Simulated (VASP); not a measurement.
# Ge (I4_1/amd) in VASP: further runs, part 2 of 2

VASP 6.6.1. The steps go on from the part before.

### 3 Single point, revPBE+D4

This run uses another cell than the first one, of 18.32 Å³/atom.

INCAR

```
PREC = Accurate
ENCUT = 520
EDIFF = 1E-6
ISMEAR = -1
SIGMA = 0.05
LREAL = False
LASPH = True
NELM = 80
ALGO = Normal
ISIF = 2
LWAVE = False
LCHARG = True
GGA = RE
IVDW = 13
LELF = True
LVHAR = True
NBANDS = 21
```

KPOINTS

```
regular mesh
0
Gamma
  11 11 11
```

POSCAR

```
Ge
1.0
   -2.5664732911      2.5664732911      1.3906929029
    2.5664732911     -2.5664732911      1.3906929029
    2.5664732911      2.5664732911     -1.3906929029
Ge
2
Direct
    0.5000000000      0.5000000000      0.0000000000
    0.2500000000      0.7500000000      0.5000000000
```

Potentials or basis: VASP PAW PBE potentials, release 64 (Ge_d).

On the command line:

```console
cat potpaw_PBE.64/Ge_d/POTCAR > POTCAR
mpirun -np 1 vasp_std > vasp.out
```

OUTCAR:

```text
PREC = Accurate
   ENCUT = 520
   EDIFF = 1E-6
   ISMEAR = -1
   LREAL = False
   LASPH = True
   NELM = 80
   ISIF = 2
   GGA = RE
   IVDW = 13

 ion  position               nearest neighbor table
   1  0.500  0.500  0.000-   2 2.66   2 2.66   2 2.66   2 2.66
   2  0.250  0.750  0.500-   1 2.66   1 2.66   1 2.66   1 2.66

  LATTYP: Found a body centered tetragonal cell.
 ALAT       =     5.1329465822
 C/A-ratio  =     0.5418692288

  Lattice vectors:

 A1 = (  -2.5664732911,   2.5664732911,   1.3906929029)
 A2 = (   2.5664732911,  -2.5664732911,   1.3906929029)
 A3 = (   2.5664732911,   2.5664732911,  -1.3906929029)

Analysis of symmetry for initial positions (statically):
=====================================================================
 Subroutine PRICEL returns:
 Original cell was already a primitive cell.

 Routine SETGRP: Setting up the symmetry group for a
 body centered tetragonal supercell.

 Subroutine GETGRP returns: Found 16 space group operations
 (whereof  8 operations were pure point group operations)
 out of a pool of 16 trial point group operations.

The static configuration has the point symmetry D_2d.
 The point group associated with its full space group is D_4h.

Analysis of symmetry for dynamics (positions and initial velocities):
=====================================================================
 Subroutine PRICEL returns:
 Original cell was already a primitive cell.

 Routine SETGRP: Setting up the symmetry group for a
 body centered tetragonal supercell.

 Subroutine GETGRP returns: Found 16 space group operations
 (whereof  8 operations were pure point group operations)
 out of a pool of 16 trial point group operations.

The dynamic configuration has the point symmetry D_2d.
 The point group associated with its full space group is D_4h.

[... 110 lines left out ...]
   NUPDOWN=      -1.0000    fix difference up-down
   EMIN   =  10.00;   EMAX   =-10.00  energy-range for DOS
   EFERMI =   0.00;   METHOD = LEGACY
   ISMEAR =    -1;   SIGMA  =   0.05  broadening in eV -4-tet -1-fermi 0-gaus
   EFERMI_NEDOS =   21; number of points for ismear=-14 and -15
   IALGO  =     38    algorithm
   IMIX   =      4    mixing-type and parameters
     AMIX     =   0.40;   BMIX     =  1.00
     AMIX_MAG =   1.60;   BMIX_MAG =  1.00
  volume/ion in A,a.u.               =      18.32       123.63
  Fermi-wavevector in a.u.,A,eV,Ry     =   1.496716  2.828382 30.479192  2.240157
  Thomas-Fermi vector in A             =   2.608696
   LORBIT       =      0    0 simple, 1 ext, 2 COOP (PROOUT), +10 PAW based schemes
   GGA     = RE    functional components
   LHFCALC =     F    Hartree Fock is set to
   AEXX    =    0.0000 exact exchange contribution
   IVDW    =    13    specifies the selected vdW correction
   LEPSILON=     F    determine dielectric tensor
   LRPA    =     F    only Hartree local field effects (RPA)
 non-spin polarized calculation
  energy-cutoff  :      520.00
  volume of cell :       36.64
 maximum number of plane-waves:      1001
 NGX is ok and might be reduce to    30
   NGX = 15   NGY = 15   NGZ = 15

 number of electron      28.0000022 magnetization

 Free energy of the ion-electron system (eV)
  ---------------------------------------------------
  ext. energy  EPLUGINS =         0.00000000
  ---------------------------------------------------
  free energy    TOTEN  =        -7.92125993 eV

  energy without entropy =       -7.91311037  energy(sigma->0) =       -7.91718515

 E-fermi :   7.0457     XC(G=0): -11.2985

 val. band max:        7.0295962411   @ k =   0.4545   0.2727   0.0909
 cond. band min:       7.0709575261   @ k =  -0.1818  -0.4545   0.0909
 fundamental gap:      0.0413612850
 Fermi energy:         7.0457227149

 k-point     1 :       0.0000    0.0000    0.0000
  band No.  band energies     occupation
      1     -17.8019      2.00000
      2     -17.7592      2.00000
      3     -17.7266      2.00000
      4     -17.7254      2.00000
      5     -17.6166      2.00000
      6     -17.6166      2.00000
[... 565 lines left out ...]
     20      19.2706      0.00000
     21      19.7187      0.00000

 [... further k-points ...]

------------------------ aborting loop because EDIFF is reached ----------------------------------------

  DFT-D4 for vdW energy calculation

  Edisp (eV):   -1.32114

  FORCE on cell =-STRESS in cart. coord.  units (eV):
  Direction    XX          YY          ZZ          XY          YZ          ZX
  --------------------------------------------------------------------------------------
  -------------------------------------------------------------------------------------
  Total      -0.03581    -0.03581    -0.02473     0.00000     0.00000     0.00000
  in kB      -1.56591    -1.56591    -1.08156     0.00000     0.00000     0.00000
  external pressure =       -1.40 kB  Pullay stress =        0.00 kB

 VOLUME and BASIS-vectors are now :
 -----------------------------------------------------------------------------
  energy-cutoff  :      520.00
  volume of cell :       36.64
      direct lattice vectors                 reciprocal lattice vectors
    -2.566473291  2.566473291  1.390692903     0.000000000  0.194819873  0.359533006
     2.566473291 -2.566473291  1.390692903     0.194819873  0.000000000  0.359533006
     2.566473291  2.566473291 -1.390692903     0.194819873  0.194819873  0.000000000

 POSITION                                       TOTAL-FORCE (eV/Angst)
 -----------------------------------------------------------------------------------
      0.00000      0.00000      1.39069        -0.000000     -0.000000     -0.000000
      2.56647     -0.00000      0.69535         0.000000      0.000000      0.000000
 -----------------------------------------------------------------------------------
    total drift:                                0.000000     -0.000000      0.000000

  FREE ENERGIE OF THE ION-ELECTRON SYSTEM (eV)
  ---------------------------------------------------
  free  energy   TOTEN  =        -9.2424000294 eV

  energy  without entropy=       -9.2342504643  energy(sigma->0) =       -9.23832525
```

stdout:

```text
POSCAR found type information on POSCAR Ge
 POSCAR found :  1 types and       2 ions
 scaLAPACK will be used
 -----------------------------------------------------------------------------
|                                                                             |
|                                                                             |
|     You enforced a specific xc type in the INCAR file but a different       |
|     I HOPE YOU KNOW WHAT YOU ARE DOING!                                     |
|                                                                             |
 -----------------------------------------------------------------------------

 LDA part: xc-table for (Slater+PW92), standard interpolation
 POSCAR, INCAR and KPOINTS ok, starting setup
 FFT: planning ... GRIDC
 FFT: planning ... GRID_SOFT
 FFT: planning ... GRID
 WAVECAR not read
 entering main loop
```

Wall time 53 s (1 thread of Intel Xeon Platinum 8488C (Sapphire Rapids), shared host); peak memory 0.22 GiB.

Results:

```
Free energy                : -9.2424 eV
Pressure                   : -0.1 GPa
Band gap on the k mesh     : zero (bands 14 and 15 overlap by 4.79 eV)
Dispersion energy per atom : -0.661 eV
```

Levels at points of the mesh, in eV from the Fermi level:
```
           k point  band 11  band 12  band 13  band 14  band 15  band 16  band 17  band 18
(0.00, 0.00, 0.00)   -13.43    -4.04    -2.42    -2.42     3.19     7.65     7.65     8.26
```

Caveat: the PAW data sets were made with another functional, which shifts forces and pressure a little.
